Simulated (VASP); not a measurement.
# Be16C (a cell with a defect) in VASP: notebook, part 2 of 3

VASP 6.6.1.

**4. Single point, PBEsol**

Input file INCAR:

```
ALGO = Normal ; EDIFF = 1E-6
ENCUT = 520 ; GGA = PS
ISIF = 2 ; ISMEAR = 0
LASPH = True ; LCHARG = False
LREAL = Auto ; LWAVE = False
NBANDS = 32 ; NELM = 80
PREC = Accurate ; SIGMA = 0.05
```

Input file KPOINTS:

```
k-points
0
Gamma
  5 5 3
```

Input file POSCAR:

```
Be16C
1.0
   -2.2900000000     -3.9663960000      0.0000000000
    3.4350000000     -1.9831980000      0.0000000000
    0.0000000000      0.0000000000      7.1768600000
Be C
16 1
Direct
    0.7525740765      0.4978636492      0.0044254730
    0.5008677979      0.2583453442      0.2457159538
    0.7498490574      0.5057415841      0.4911869536
    0.4998969003      0.3309941490      0.7515951266
    0.4998773059     -0.0141414758     -0.0053958138
    0.2031812528      0.8647097726      0.2490224137
    0.5001836566     -0.0342202114      0.5011879847
    0.2479320661      0.8361354967      0.7515438507
    0.2468944599      0.4980641377      0.0047437180
   -0.0002247935      0.3250702250      0.2499602890
    0.2499252718      0.5063792933      0.4906403357
    0.0002268052      0.3448321351      0.7525782863
   -0.0001669810      0.0216505425     -0.0052911719
    0.7983833394      0.8620034490      0.2490419208
    0.0001678512      0.0377855543      0.5075301734
    0.7520855996      0.8358104870      0.7515770128
    0.5004745846      0.6594543810      0.3022601806
```

Potentials or basis: VASP PAW PBE potentials, release 64 (Be, C).

Run with:

```sh
$ cat potpaw_PBE.64/Be/POTCAR potpaw_PBE.64/C/POTCAR > POTCAR
$ mpirun -np 1 vasp_std > vasp.out
```

OUTCAR:

```text
EDIFF = 1E-6
   ENCUT = 520
   GGA = PS
   ISIF = 2
   ISMEAR = 0
   LASPH = True
   LREAL = Auto
   NELM = 80
   PREC = Accurate

 ion  position               nearest neighbor table
   1  0.753  0.498  0.004-  13 2.20  10 2.20  12 2.22   4 2.25  16 2.26   5 2.26   9 2.26  14 2.28
                             2 2.29   9 2.32   5 2.34  13 2.37
   2  0.501  0.258  0.246-  17 1.64   6 2.07  14 2.08   5 2.10   7 2.17   1 2.29   9 2.29  10 2.30
                            10 2.31   3 2.32  11 2.32
   3  0.750  0.506  0.491-  17 1.87   7 2.15  15 2.18  10 2.20  14 2.25  16 2.28  12 2.29  11 2.29
                            11 2.29   4 2.30   2 2.32
   4  0.500  0.331  0.752-   5 2.22   1 2.25   9 2.25   8 2.28  16 2.28  12 2.29  12 2.29   3 2.30
                            11 2.30   7 2.31  16 2.31   8 2.31
   5  0.500  0.986  0.995-   2 2.10   8 2.17  16 2.18   4 2.22   1 2.26   9 2.26  13 2.29  13 2.29
                             6 2.33  14 2.33   1 2.34   9 2.34
   6  0.203  0.865  0.249-  17 1.63  14 1.85  10 2.05   2 2.07  13 2.14  15 2.19  11 2.25   9 2.29
                             7 2.30   5 2.33  10 2.33
   7  0.500  0.966  0.501-  17 1.87  11 2.15   3 2.15   2 2.17  16 2.20   8 2.20   6 2.30  14 2.30
                            15 2.31  15 2.31   4 2.31
   8  0.248  0.836  0.752-   5 2.17   7 2.20  13 2.21  15 2.23  12 2.25   9 2.26  16 2.27   4 2.28
                            11 2.28  16 2.31   4 2.31  12 2.31
   9  0.247  0.498  0.005-  10 2.20  13 2.20  12 2.22   4 2.25   5 2.26   8 2.26   1 2.26   6 2.29
                             2 2.29   1 2.32   5 2.34  13 2.37
  10  1.000  0.325  0.250-   6 2.05  14 2.06  15 2.17  13 2.19  11 2.19   3 2.20   9 2.20   1 2.20
                             2 2.30   2 2.31  14 2.32   6 2.33
  11  0.250  0.506  0.491-  17 1.87   7 2.15  15 2.19  10 2.19   6 2.25   8 2.28   3 2.29   3 2.29
                            12 2.29   4 2.30   2 2.32
  12  0.000  0.345  0.753-  15 2.14  13 2.16   9 2.22   1 2.22  16 2.25   8 2.25   4 2.29   3 2.29
                            11 2.29   4 2.29   8 2.31  16 2.32
  13  1.000  0.022  0.995-  14 2.14   6 2.14  12 2.16  10 2.19   1 2.20   9 2.20  16 2.21   8 2.21
                             5 2.29   5 2.29   9 2.37   1 2.37
  14  0.798  0.862  0.249-  17 1.63   6 1.85  10 2.06   2 2.08  13 2.14  15 2.19   3 2.25   1 2.28
                             7 2.30  10 2.32   5 2.33
  15  0.000  0.038  0.508-  12 2.14  10 2.17   3 2.18  11 2.19   6 2.19  14 2.19   8 2.23  16 2.24
                             7 2.31   7 2.31
  16  0.752  0.836  0.752-   5 2.18   7 2.20  13 2.21  15 2.24  12 2.25   1 2.26   8 2.27   4 2.28
                             3 2.28   8 2.31   4 2.31  12 2.32
  17  0.500  0.659  0.302-  14 1.63   6 1.63   2 1.64  11 1.87   7 1.87   3 1.87

  LATTYP: Found a simple orthorhombic cell.
 ALAT       =     3.9663962620
 B/A-ratio  =     1.1547004875
 C/A-ratio  =     1.8094157835

  Lattice vectors:

 A1 = (  -3.4350000000,   1.9831980000,   0.0000000000)
 A2 = (  -2.2900000000,  -3.9663960000,   0.0000000000)
 A3 = (   0.0000000000,   0.0000000000,   7.1768600000)

Analysis of symmetry for initial positions (statically):
=====================================================================
 Subroutine PRICEL returns:
 Original cell was already a primitive cell.

 Routine SETGRP: Setting up the symmetry group for a
 simple orthorhombic supercell.

 Subroutine GETGRP returns: Found  1 space group operations
 (whereof  1 operations were pure point group operations)
 out of a pool of  8 trial point group operations.

The static configuration has the point symmetry C_1 .

Analysis of symmetry for dynamics (positions and initial velocities):
=====================================================================
 Subroutine PRICEL returns:
[... 126 lines left out ...]
   ions per type =              16   1
   NGX,Y,Z   is equivalent  to a cutoff of  13.07, 12.57, 12.51 a.u.
   NGXF,Y,Z  is equivalent  to a cutoff of  26.13, 25.15, 25.02 a.u.
 SYSTEM =  unknown system
   PREC   = accura    normal or accurate (medium, high low for compatibility)
   ISTART =      0    job   : 0-new  1-cont  2-samecut
   ICHARG =      2    charge: 1-file 2-atom 10-const
   ISPIN  =      1    spin polarized calculation?
   LNONCOLLINEAR =      F non collinear calculations
   LSORBIT =      F    spin-orbit coupling
   LASPH  =      T    aspherical Exc in radial PAW
   ENCUT  =  520.0 eV  38.22 Ry    6.18 a.u.   8.52  7.37 13.34*2*pi/ulx,y,z
   NELM   =     80;   NELMIN=  2; NELMDL= -5     # of ELM steps
   EDIFF  = 0.1E-05   stopping-criterion for ELM
   LREAL  =      T    real-space projection
   EDIFFG = 0.1E-04   stopping-criterion for IOM
   NSW    =      0    number of steps for IOM
   IBRION =     -1    ionic relax: 0-MD 1-quasi-New 2-CG
   NFREE  =      0    steps in history (QN), initial steepest desc. (CG)
   ISIF   =      2    stress and relaxation
   ISYM   =      2    0-nonsym 1-usesym 2-fastsym
   POTIM  = 0.5000    time-step for ionic-motion
   TEBEG  =    0.0;   TEEND  =   0.0 temperature during run
   PSTRESS=    0.0 pullay stress
   NELECT =      36.0000    total number of electrons
   NUPDOWN=      -1.0000    fix difference up-down
   EMIN   =  10.00;   EMAX   =-10.00  energy-range for DOS
   EFERMI =   0.00;   METHOD = LEGACY
   ISMEAR =     0;   SIGMA  =   0.05  broadening in eV -4-tet -1-fermi 0-gaus
   EFERMI_NEDOS =   21; number of points for ismear=-14 and -15
   IALGO  =     38    algorithm
   IMIX   =      4    mixing-type and parameters
     AMIX     =   0.40;   BMIX     =  1.00
     AMIX_MAG =   1.60;   BMIX_MAG =  1.00
  volume/ion in A,a.u.               =       7.67        51.75
  Fermi-wavevector in a.u.,A,eV,Ry     =   1.066049  2.014540 15.462471  1.136460
  Thomas-Fermi vector in A             =   2.201620
   LORBIT       =      0    0 simple, 1 ext, 2 COOP (PROOUT), +10 PAW based schemes
   GGA     = PS    functional components
   LHFCALC =     F    Hartree Fock is set to
   AEXX    =    0.0000 exact exchange contribution
   IVDW    =     0    specifies the selected vdW correction
   LEPSILON=     F    determine dielectric tensor
   LRPA    =     F    only Hartree local field effects (RPA)
 non-spin polarized calculation
 Gauss-broadening in eV      SIGMA  =   0.05
  energy-cutoff  :      520.00
  volume of cell :      130.38
 maximum number of plane-waves:      3529
 NGX is ok and might be reduce to    36
   NGX = 17   NGY = 15   NGZ = 27

 number of electron      36.0000000 magnetization

 Free energy of the ion-electron system (eV)
  ---------------------------------------------------
  ext. energy  EPLUGINS =         0.00000000
  ---------------------------------------------------
  free energy    TOTEN  =       -69.10871322 eV

  energy without entropy =      -69.10524872  energy(sigma->0) =      -69.10698097

 E-fermi :   7.3436     XC(G=0): -10.7625

 val. band max:        7.3134676069   @ k =   0.4000   0.4000   0.3333
 cond. band min:       7.3697918596   @ k =   0.4000   0.2000   0.0000
 fundamental gap:      0.0563242528
 Fermi energy:         7.3435976220

 k-point     1 :       0.0000    0.0000    0.0000
  band No.  band energies     occupation
      1      -6.6764      2.00000
      2      -3.0601      2.00000
      3      -2.2716      2.00000
      4      -0.5084      2.00000
      5       0.0227      2.00000
      6       0.9376      2.00000
[... 781 lines left out ...]
     29      12.5057      0.00000
     30      13.0838      0.00000

 [... further k-points ...]

 [bands above 30 left out]

------------------------ aborting loop because EDIFF is reached ----------------------------------------

  FORCE on cell =-STRESS in cart. coord.  units (eV):
  Direction    XX          YY          ZZ          XY          YZ          ZX
  --------------------------------------------------------------------------------------
  -------------------------------------------------------------------------------------
  Total        7.1576036      9.4878000      1.1309846      1.8133325     -1.0193405      1.7884319
  in kB       87.9593890    116.5950410     13.8986058     22.2839408    -12.5266180     21.9779395
  external PRESSURE =      72.8176786 kB  Pullay stress =       0.0000000 kB

 VOLUME and BASIS-vectors are now :
 -----------------------------------------------------------------------------
  energy-cutoff  :      520.00
  volume of cell :      130.38
      direct lattice vectors                 reciprocal lattice vectors
    -2.290000000 -3.966396000  0.000000000    -0.109170306 -0.189088533  0.000000000
     3.435000000 -1.983198000  0.000000000     0.218340611 -0.126059022  0.000000000
     0.000000000  0.000000000  7.176860000     0.000000000  0.000000000  0.139336702

 POSITION                                       TOTAL-FORCE (eV/Angst)
 -----------------------------------------------------------------------------------
     -0.01323     -3.97237      0.03176        -0.102388     -0.052741     -0.285741
     -0.25957     -2.49899      1.76347         0.125523     -0.071804     -0.356272
      0.02007     -3.97718      3.52518         0.129273     -0.086709     -0.150999
     -0.00780     -2.63922      5.39409        -0.002646      0.000940     -0.047920
      2.24171     -3.93786      7.13813         0.224190     -0.133538     -0.269064
      2.50499     -2.52079      1.78720        -0.227173     -0.032211     -0.140051
[... 9 lines left out ...]
      1.14873     -4.64065      5.39396         0.006563     -0.010603     -0.041660
      1.11914     -3.29291      2.16928         0.110594     -0.009477      2.311296
 -----------------------------------------------------------------------------------
    total drift:                               -0.001610      0.002648     -0.003899

  FREE ENERGIE OF THE ION-ELECTRON SYSTEM (eV)
  ---------------------------------------------------
  free  energy   TOTEN  =       -69.1087132168 eV

  energy  without entropy=      -69.1052487237  energy(sigma->0) =      -69.10698097
```

It took 2.3 min on 1 thread of AMD EPYC 9R45 (Zen 5), shared host; peak memory 0.25 GiB.

What came out:

| Item | Value |
| --- | --- |
| Free energy | -69.1087 eV |
| Pressure | 7.3 GPa |
| Largest force | 2.314 eV/Å |
| Band gap on the k mesh | zero (bands 18 and 19 overlap by 0.53 eV) |

Forces in eV/Å, atoms in the order of the input:
```
Be  -0.102 -0.053 -0.286
Be   0.126 -0.072 -0.356
Be   0.129 -0.087 -0.151
Be  -0.003  0.001 -0.048
Be   0.224 -0.134 -0.269
Be  -0.227 -0.032 -0.140
Be  -0.217  0.125 -0.149
Be   0.005  0.004 -0.043
Be  -0.009  0.101 -0.287
Be  -0.054  0.024 -0.130
Be   0.135 -0.074 -0.146
Be   0.018 -0.003 -0.002
Be  -0.224  0.131 -0.062
Be  -0.047  0.162 -0.152
Be   0.129 -0.073 -0.049
Be   0.007 -0.011 -0.042
C    0.111 -0.009  2.311
```

Caveat: the PAW data sets were made with another functional, which shifts forces and pressure a little.

(Part 2 of 3 ends here.)

The gap in the log of VASP goes by the Fermi energy; the results here count the filled bands.